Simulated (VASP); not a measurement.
# Ge (R-3m) in VASP: a series of runs

Runs on Ge. Level: PBE. Tasks: single point.

All numbers are computed with VASP 6.6.1; they aren't measurements. Logs are shortened: lines on timing, memory, paths and dates and some standing lists are left out, and cuts for length are marked.

### 1 The cell of the first run

It takes space group R-3m (No. 166, trigonal). The conventional cell has a = 4.065 Å, b = 4.065 Å, c = 9.957 Å, α = 90.00°, β = 90.00°, γ = 120.00°. Ge (site symmetry 3m) has 4 Ge at 2.42 to 2.74 Å within 3.2 Å.

### 2 Single point, PBE (shortest bond scaled by 1.1)

INCAR

```
ALGO = Normal
EDIFF = 1E-6
ENCUT = 520
GGA = PE
ISIF = 2
ISMEAR = -1
LASPH = True
LCHARG = False
LREAL = False
LWAVE = False
NBANDS = 21
NELM = 80
PREC = Accurate
SIGMA = 0.05
```

KPOINTS

```
k-points
0
Gamma
  9 9 9
```

POSCAR

```
Ge
1.0
    0.0000000000      2.8744485395      2.8744485395
    2.8744485395      0.0000000000      2.8744485395
    2.8744485395      2.8744485395      0.0000000000
Ge
2
Direct
   -0.0875000000     -0.1375000000     -0.1375000000
    0.0875000000      0.1375000000      0.1375000000
```

Potentials or basis: VASP PAW PBE potentials, release 64 (Ge_d).

On the command line:

```
$ cat potpaw_PBE.64/Ge_d/POTCAR > POTCAR
$ mpirun -np 1 vasp_std > vasp.out
```

OUTCAR:

```text
EDIFF = 1E-6
   ENCUT = 520
   GGA = PE
   ISIF = 2
   ISMEAR = -1
   LASPH = True
   LREAL = False
   NELM = 80
   PREC = Accurate

 ion  position               nearest neighbor table
   1  0.913  0.862  0.862-   2 2.42   2 2.42   2 2.42   2 2.74
   2  0.087  0.138  0.138-   1 2.42   1 2.42   1 2.42   1 2.74

  LATTYP: Found a face centered cubic cell.
 ALAT       =     5.7488970790

  Lattice vectors:

 A1 = (   0.0000000000,   2.8744485395,   2.8744485395)
 A2 = (   2.8744485395,   0.0000000000,   2.8744485395)
 A3 = (   2.8744485395,   2.8744485395,   0.0000000000)

Analysis of symmetry for initial positions (statically):
=====================================================================
 Subroutine PRICEL returns:
 Original cell was already a primitive cell.

 Routine SETGRP: Setting up the symmetry group for a
 face centered cubic supercell.

 Subroutine GETGRP returns: Found 12 space group operations
 (whereof  4 operations were pure point group operations)
 out of a pool of 48 trial point group operations.

The static configuration has the point symmetry C_2h.
 The point group associated with its full space group is D_3d.

Analysis of symmetry for dynamics (positions and initial velocities):
=====================================================================
 Subroutine PRICEL returns:
 Original cell was already a primitive cell.

 Routine SETGRP: Setting up the symmetry group for a
 face centered cubic supercell.

 Subroutine GETGRP returns: Found 12 space group operations
 (whereof  4 operations were pure point group operations)
 out of a pool of 48 trial point group operations.

The dynamic configuration has the point symmetry C_2h.
 The point group associated with its full space group is D_3d.

 Subroutine INISYM returns: Found 12 space group operations
 (whereof  4 operations are pure point group operations),
 and found     1 'primitive' translations

----------------------------------------------------------------------------------------

                                     Primitive cell

  volume of cell :      47.5000

  direct lattice vectors                    reciprocal lattice vectors
     0.000000000  2.874448539  2.874448539    -0.173946409  0.173946409  0.173946409
     2.874448539  0.000000000  2.874448539     0.173946409 -0.173946409  0.173946409
     2.874448539  2.874448539  0.000000000     0.173946409  0.173946409 -0.173946409

  length of vectors
     4.065084109  4.065084109  4.065084109     0.301284017  0.301284017  0.301284017

  position of ions in fractional coordinates (direct lattice)
     0.912500000  0.862500000  0.862500000
     0.087500000  0.137500000  0.137500000

  ion indices of the primitive-cell ions
   primitive index   ion index
                 1           1
                 2           2

----------------------------------------------------------------------------------------

 KPOINTS: k-points

Automatic generation of k-mesh.
 Grid dimensions read from file:
 generate k-points for:    9    9    9

 Generating k-lattice:

  Cartesian coordinates                     Fractional coordinates (reciprocal lattice)
    -0.019327379  0.019327379  0.019327379     0.111111111  0.000000000  0.000000000
     0.019327379 -0.019327379  0.019327379     0.000000000  0.111111111  0.000000000
     0.019327379  0.019327379 -0.019327379     0.000000000  0.000000000  0.111111111

  Length of vectors
     0.033476002  0.033476002  0.033476002

  Shift w.r.t. Gamma in fractional coordinates (k-lattice)
     0.000000000  0.000000000  0.000000000

 Subroutine IBZKPT returns following result:
 ===========================================

 Found     85 irreducible k-points:

 Following reciprocal coordinates:
            Coordinates               Weight
  0.000000  0.000000  0.000000      1.000000
  0.111111  0.000000  0.000000      2.000000
  0.000000  0.111111  0.000000      6.000000
  0.222222  0.000000  0.000000      2.000000
  0.000000  0.222222  0.000000      6.000000
  0.333333  0.000000  0.000000      2.000000
[... 16 lines left out ...]
 -0.333333  0.111111  0.000000      6.000000
  0.000000 -0.333333  0.111111     12.000000
 [... further k-points ...]
   k-points           NKPTS =     85   k-points in BZ     NKDIM =     85   number of bands    NBANDS=     21
   number of dos      NEDOS =    301   number of ions     NIONS =      2
   total plane-waves  NPLWV =  27000
   dimension x,y,z NGX =    30 NGY =   30 NGZ =   30
   dimension x,y,z NGXF=    60 NGYF=   60 NGZF=   60
   ions per type =               2
   NGX,Y,Z   is equivalent  to a cutoff of  12.27, 12.27, 12.27 a.u.
   NGXF,Y,Z  is equivalent  to a cutoff of  24.54, 24.54, 24.54 a.u.
 SYSTEM =  unknown system
   PREC   = accura    normal or accurate (medium, high low for compatibility)
   ISTART =      0    job   : 0-new  1-cont  2-samecut
   ICHARG =      2    charge: 1-file 2-atom 10-const
   ISPIN  =      1    spin polarized calculation?
   LNONCOLLINEAR =      F non collinear calculations
   LSORBIT =      F    spin-orbit coupling
   LASPH  =      T    aspherical Exc in radial PAW
   ENCUT  =  520.0 eV  38.22 Ry    6.18 a.u.   7.56  7.56  7.56*2*pi/ulx,y,z
   NELM   =     80;   NELMIN=  2; NELMDL= -5     # of ELM steps
   EDIFF  = 0.1E-05   stopping-criterion for ELM
   LREAL  =      F    real-space projection
   EDIFFG = 0.1E-04   stopping-criterion for IOM
   NSW    =      0    number of steps for IOM
   IBRION =     -1    ionic relax: 0-MD 1-quasi-New 2-CG
   NFREE  =      0    steps in history (QN), initial steepest desc. (CG)
   ISIF   =      2    stress and relaxation
   ISYM   =      2    0-nonsym 1-usesym 2-fastsym
   POTIM  = 0.5000    time-step for ionic-motion
   TEBEG  =    0.0;   TEEND  =   0.0 temperature during run
   PSTRESS=    0.0 pullay stress
   NELECT =      28.0000    total number of electrons
   NUPDOWN=      -1.0000    fix difference up-down
   EMIN   =  10.00;   EMAX   =-10.00  energy-range for DOS
   EFERMI =   0.00;   METHOD = LEGACY
   ISMEAR =    -1;   SIGMA  =   0.05  broadening in eV -4-tet -1-fermi 0-gaus
   EFERMI_NEDOS =   21; number of points for ismear=-14 and -15
   IALGO  =     38    algorithm
   IMIX   =      4    mixing-type and parameters
     AMIX     =   0.40;   BMIX     =  1.00
     AMIX_MAG =   1.60;   BMIX_MAG =  1.00
  volume/ion in A,a.u.               =      23.75       160.27
  Fermi-wavevector in a.u.,A,eV,Ry     =   1.372660  2.593951 25.636035  1.884195
  Thomas-Fermi vector in A             =   2.498247
   LORBIT       =      0    0 simple, 1 ext, 2 COOP (PROOUT), +10 PAW based schemes
   GGA     = PE    functional components
   LHFCALC =     F    Hartree Fock is set to
   AEXX    =    0.0000 exact exchange contribution
   IVDW    =     0    specifies the selected vdW correction
   LEPSILON=     F    determine dielectric tensor
   LRPA    =     F    only Hartree local field effects (RPA)
 non-spin polarized calculation
  energy-cutoff  :      520.00
  volume of cell :       47.50
 maximum number of plane-waves:      1299
   NGX = 15   NGY = 15   NGZ = 15

 number of electron      28.0000014 magnetization

 Free energy of the ion-electron system (eV)
  ---------------------------------------------------
  ext. energy  EPLUGINS =         0.00000000
  ---------------------------------------------------
  free energy    TOTEN  =        -8.79510780 eV

  energy without entropy =       -8.79377540  energy(sigma->0) =       -8.79444160

 E-fermi :   4.8382     XC(G=0):  -9.7129

 val. band max:        4.7840885332   @ k =   0.0000   0.4444   0.0000
 cond. band min:       4.9354238759   @ k =   0.4444   0.4444   0.0000
 fundamental gap:      0.1513353427
 Fermi energy:         4.8382027585

 k-point     1 :       0.0000    0.0000    0.0000
  band No.  band energies     occupation
      1     -20.2858      2.00000
      2     -20.2858      2.00000
      3     -20.2621      2.00000
      4     -20.2422      2.00000
      5     -20.2422      2.00000
      6     -20.0618      2.00000
[... 13 lines left out ...]
     20      13.9126      0.00000
     21      13.9127      0.00000

 k-point     2 :       0.1111    0.0000    0.0000
  band No.  band energies     occupation
      1     -20.2867      2.00000
      2     -20.2867      2.00000
      3     -20.2564      2.00000
      4     -20.2394      2.00000
      5     -20.2394      2.00000
      6     -20.0681      2.00000
[... 13 lines left out ...]
     20      13.3175      0.00000
     21      13.3175      0.00000

 k-point     3 :       0.0000    0.1111    0.0000
  band No.  band energies     occupation
      1     -20.2964      2.00000
      2     -20.2920      2.00000
      3     -20.2667      2.00000
      4     -20.2328      2.00000
      5     -20.2303      2.00000
      6     -20.0705      2.00000
[... 13 lines left out ...]
     20      13.1088      0.00000
     21      13.1365      0.00000

 k-point     4 :       0.2222    0.0000    0.0000
  band No.  band energies     occupation
      1     -20.2882      2.00000
      2     -20.2882      2.00000
      3     -20.2397      2.00000
      4     -20.2330      2.00000
      5     -20.2330      2.00000
      6     -20.0860      2.00000
[... 13 lines left out ...]
     20      13.0814      0.00000
     21      13.0814      0.00000

 k-point     5 :       0.0000    0.2222    0.0000
  band No.  band energies     occupation
      1     -20.3132      2.00000
      2     -20.3017      2.00000
      3     -20.2740      2.00000
      4     -20.2200      2.00000
      5     -20.2101      2.00000
      6     -20.0885      2.00000
[... 13 lines left out ...]
     20      12.4579      0.00000
     21      13.0039      0.00000
[... 382 lines left out ...]
     20      13.9990      0.00000
     21      14.9234      0.00000

 k-point    22 :       0.1111    0.0000   -0.4444
  band No.  band energies     occupation
      1     -20.3331      2.00000
      2     -20.3152      2.00000
      3     -20.2770      2.00000
      4     -20.2089      2.00000
      5     -20.1841      2.00000
      6     -20.1111      2.00000
[... 13 lines left out ...]
     20      14.0422      0.00000
     21      14.6927      0.00000

 k-point    23 :      -0.3333    0.1111    0.0000
  band No.  band energies     occupation
      1     -20.3002      2.00000
      2     -20.2959      2.00000
      3     -20.2189      2.00000
      4     -20.2133      2.00000
      5     -20.2069      2.00000
      6     -20.1209      2.00000
[... 13 lines left out ...]
     20      13.2476      0.00000
     21      15.8495      0.00000

 k-point    24 :       0.0000   -0.3333    0.1111
  band No.  band energies     occupation
      1     -20.3427      2.00000
      2     -20.2951      2.00000
      3     -20.2886      2.00000
      4     -20.2117      2.00000
      5     -20.1806      2.00000
      6     -20.1149      2.00000
[... 13 lines left out ...]
     20      13.1886      0.00000
     21      15.1445      0.00000

 [... further k-points ...]
[... 5 lines left out ...]
  --------------------------------------------------------------------------------------
  -------------------------------------------------------------------------------------
  Total        0.4842557      0.4842557      0.4842557      0.7992744     -0.7992744      0.7992744
  in kB       16.3339695     16.3339695     16.3339695     26.9595640    -26.9595640     26.9595640
  external PRESSURE =      16.3339695 kB  Pullay stress =       0.0000000 kB

 VOLUME and BASIS-vectors are now :
 -----------------------------------------------------------------------------
  energy-cutoff  :      520.00
  volume of cell :       47.50
      direct lattice vectors                 reciprocal lattice vectors
     0.000000000  2.874448539  2.874448539    -0.173946409  0.173946409  0.173946409
     2.874448539  0.000000000  2.874448539     0.173946409 -0.173946409  0.173946409
     2.874448539  2.874448539  0.000000000     0.173946409  0.173946409 -0.173946409

 POSITION                                       TOTAL-FORCE (eV/Angst)
 -----------------------------------------------------------------------------------
      4.95842      5.10215      5.10215         0.962642     -0.962642     -0.962642
      0.79047      0.64675      0.64675        -0.962642      0.962642      0.962642
 -----------------------------------------------------------------------------------
    total drift:                               -0.000000     -0.000000     -0.000000

  FREE ENERGIE OF THE ION-ELECTRON SYSTEM (eV)
  ---------------------------------------------------
  free  energy   TOTEN  =        -8.7951078011 eV

  energy  without entropy=       -8.7937754043  energy(sigma->0) =       -8.79444160
```

Run time: 42 s. Hardware: 1 thread of AMD EPYC 9R45 (Zen 5), shared host; peak memory 0.18 GiB.

What came out:

```yaml
Free_energy: -8.7951 eV
Pressure: 1.6 GPa
Largest_force: 1.667 eV/Å
Band_gap_on_the_k_mesh: zero (band 14 reaches 5.13 eV, above the bottom of band 15 at 3.94 eV)
```

Forces on the atoms (eV/Å):
```
Ge   0.963 -0.963 -0.963
Ge  -0.963  0.963  0.963
```

Caveat: the cell differs from its parent crystal (shortest bond scaled by 1.1); forces of over 1 eV/Å act on the atoms, so gaps and moduli don't describe the material at rest.

### 3 Single point, PBE (shortest bond scaled by 0.88)

INCAR

```
SYSTEM = Ge
ALGO = Normal
EDIFF = 1E-6
ENCUT = 520
GGA = PE
ISIF = 2
ISMEAR = -1
LASPH = .True.
LCHARG = .False.
LREAL = .False.
LWAVE = .False.
NBANDS = 21
NELM = 100
PREC = Accurate
SIGMA = 0.05
```

KPOINTS

```
k-points
0
Gamma
  9 9 9
  0 0 0
```

POSCAR

```
Ge
1.0
    0.0000000000      2.8744485395      2.8744485395
    2.8744485395      0.0000000000      2.8744485395
    2.8744485395      2.8744485395      0.0000000000
Ge
2
Direct
   -0.1700000000     -0.1100000000     -0.1100000000
    0.1700000000      0.1100000000      0.1100000000
```

Potentials or basis: VASP PAW PBE potentials, release 64 (Ge_d).

On the command line:

```
$ cat potpaw_PBE.64/Ge_d/POTCAR > POTCAR
$ mpirun -np 1 vasp_std > vasp.out
```

Run time: 41 s. Hardware: 1 thread of AMD EPYC 9R45 (Zen 5), shared host; peak memory 0.18 GiB.

The run converged. Its results:

- Free energy: -8.4452 eV
- Pressure: 4.0 GPa
- Largest force: 4.446 eV/Å
- Band gap on the k mesh: zero (band 14 reaches 5.36 eV, above the bottom of band 15 at 4.25 eV)

Forces in eV/Å, atoms in the order of the input:
```
Ge  -2.567  2.567  2.567
Ge   2.567 -2.567 -2.567
```

Stress tensor (GPa, compression positive):
```
 4.04 -7.13 -7.13
-7.13  4.04  7.13
-7.13  7.13  4.04
```

Levels at points of the mesh, in eV from the Fermi level:
| k point | band 10 | band 11 | band 12 | band 13 | band 14 | band 15 | band 16 | band 17 | band 18 | band 19 |
| --- | --- | --- | --- | --- | --- | --- | --- | --- | --- | --- |
| (0.00, 0.00, 0.00) | -24.69 | -12.69 | -1.56 | -0.56 | 0.69 | 0.69 | 1.62 | 1.62 | 3.68 | 6.07 |

Caveat: the cell differs from its parent crystal (shortest bond scaled by 0.88); forces of over 1 eV/Å act on the atoms, so gaps and moduli don't describe the material at rest.

### 4 Single point, PBE (shortest bond scaled by 0.82)

INCAR

```
PREC = Accurate ; ENCUT = 520
EDIFF = 1E-6 ; ISMEAR = -1
SIGMA = 0.05 ; LREAL = F
LASPH = T ; NELM = 80
ALGO = Normal ; ISIF = 2
LWAVE = F ; LCHARG = F
GGA = PE ; NBANDS = 21
```

KPOINTS

```
regular mesh
0
Gamma
  9 9 9
```

POSCAR

```
Ge
1.0
    0.0000000000      2.8744485395      2.8744485395
    2.8744485395      0.0000000000      2.8744485395
    2.8744485395      2.8744485395      0.0000000000
Ge
2
Direct
   -0.1925000000     -0.1025000000     -0.1025000000
    0.1925000000      0.1025000000      0.1025000000
```

Potentials or basis: VASP PAW PBE potentials, release 64 (Ge_d).

On the command line:

```
$ cat potpaw_PBE.64/Ge_d/POTCAR > POTCAR
$ mpirun -np 1 vasp_std > vasp.out
```

OUTCAR:

```text
PREC = Accurate
   ENCUT = 520
   EDIFF = 1E-6
   ISMEAR = -1
   LREAL = F
   LASPH = T
   NELM = 80
   ISIF = 2
   GGA = PE

 ion  position               nearest neighbor table
   1  0.807  0.898  0.898-   2 2.04   2 2.67   2 2.67   2 2.67
   2  0.193  0.102  0.102-   1 2.04   1 2.67   1 2.67   1 2.67

  LATTYP: Found a face centered cubic cell.
 ALAT       =     5.7488970790

  Lattice vectors:

[... 187 lines left out ...]
  band No.  band energies     occupation
      1     -20.8972      2.00000
      2     -20.5718      2.00000
      3     -20.5718      2.00000
      4     -20.4247      2.00000
      5     -20.4247      2.00000
      6     -20.3117      2.00000
[... 565 lines left out ...]
     20      12.9452      0.00000
     21      16.3305      0.00000

 [... further k-points ...]
[... 5 lines left out ...]
  --------------------------------------------------------------------------------------
  -------------------------------------------------------------------------------------
  Total        2.9853790      2.9853790      2.9853790     -4.2253991      4.2253991     -4.2253991
  in kB      100.6969810    100.6969810    100.6969810   -142.5229202    142.5229202   -142.5229202
  external PRESSURE =     100.6969810 kB  Pullay stress =       0.0000000 kB

 VOLUME and BASIS-vectors are now :
 -----------------------------------------------------------------------------
  energy-cutoff  :      520.00
  volume of cell :       47.50
      direct lattice vectors                 reciprocal lattice vectors
     0.000000000  2.874448539  2.874448539    -0.173946409  0.173946409  0.173946409
     2.874448539  0.000000000  2.874448539     0.173946409 -0.173946409  0.173946409
     2.874448539  2.874448539  0.000000000     0.173946409  0.173946409 -0.173946409

 POSITION                                       TOTAL-FORCE (eV/Angst)
 -----------------------------------------------------------------------------------
      5.15964      4.90093      4.90093        -4.709106      4.709106      4.709106
      0.58926      0.84796      0.84796         4.709106     -4.709106     -4.709106
 -----------------------------------------------------------------------------------
    total drift:                                0.000000      0.000000      0.000000

  FREE ENERGIE OF THE ION-ELECTRON SYSTEM (eV)
  ---------------------------------------------------
  free  energy   TOTEN  =        -7.5239916824 eV

  energy  without entropy=       -7.5196868089  energy(sigma->0) =       -7.52183925
```

Wall time 42 s (1 thread of AMD EPYC 9R45 (Zen 5), shared host); peak memory 0.17 GiB.

What came out:

- Free energy: -7.5240 eV
- Pressure: 10.1 GPa
- Largest force: 8.156 eV/Å
- Band gap on the k mesh: zero (band 14 reaches 5.78 eV, above the bottom of band 15 at 4.23 eV)

Forces on the atoms (eV/Å):
```
Ge  -4.709  4.709  4.709
Ge   4.709 -4.709 -4.709
```

Caveat: the cell differs from its parent crystal (shortest bond scaled by 0.82); forces of over 1 eV/Å act on the atoms, so gaps and moduli don't describe the material at rest.

### 5 Single point, PBE (shortest bond scaled by 0.64)

INCAR

```
ALGO = Normal ; EDIFF = 1E-6
ENCUT = 520 ; GGA = PE
ISIF = 2 ; ISMEAR = -1
LASPH = True ; LCHARG = True
LELF = True ; LREAL = False
LVHAR = True ; LWAVE = False
NBANDS = 21 ; NELM = 100
PREC = Accurate ; SIGMA = 0.05
```

KPOINTS

```
k-points
0
Gamma
  9 9 9
```

POSCAR

```
Ge
1.0
    0.0000000000      2.8744485395      2.8744485395
    2.8744485395      0.0000000000      2.8744485395
    2.8744485395      2.8744485395      0.0000000000
Ge
2
Direct
   -0.2600000000     -0.0800000000     -0.0800000000
    0.2600000000      0.0800000000      0.0800000000
```

On the command line:

```
$ cat potpaw_PBE.64/Ge_d/POTCAR > POTCAR
$ mpirun -np 1 vasp_std > vasp.out
```

Run time: 44 s. Hardware: 1 thread of AMD EPYC 9R45 (Zen 5), shared host; peak memory 0.18 GiB.

It converged, with:

```yaml
Free_energy: 2.0163 eV
Pressure: 67.1 GPa
Largest_force: 40.864 eV/Å
Band_gap_on_the_k_mesh: zero (band 14 reaches 4.08 eV, above the bottom of band 15 at 2.77 eV)
```

Forces on the atoms (eV/Å):
```
Ge  -23.593  23.593  23.593
Ge   23.593 -23.593 -23.593
```

Stress tensor (GPa, compression positive):
```
 67.10 -70.40 -70.40
-70.40  67.10  70.40
-70.40  70.40  67.10
```

Levels at points of the mesh, in eV from the Fermi level:
```csv
k point,band 12,band 13,band 14,band 15,band 16,band 17
"(0.00, 0.00, 0.00)",-1.47,0.12,0.46,0.46,3.57,3.57
```

Caveat: the cell differs from its parent crystal (shortest bond scaled by 0.64); forces of over 1 eV/Å act on the atoms, so gaps and moduli don't describe the material at rest.
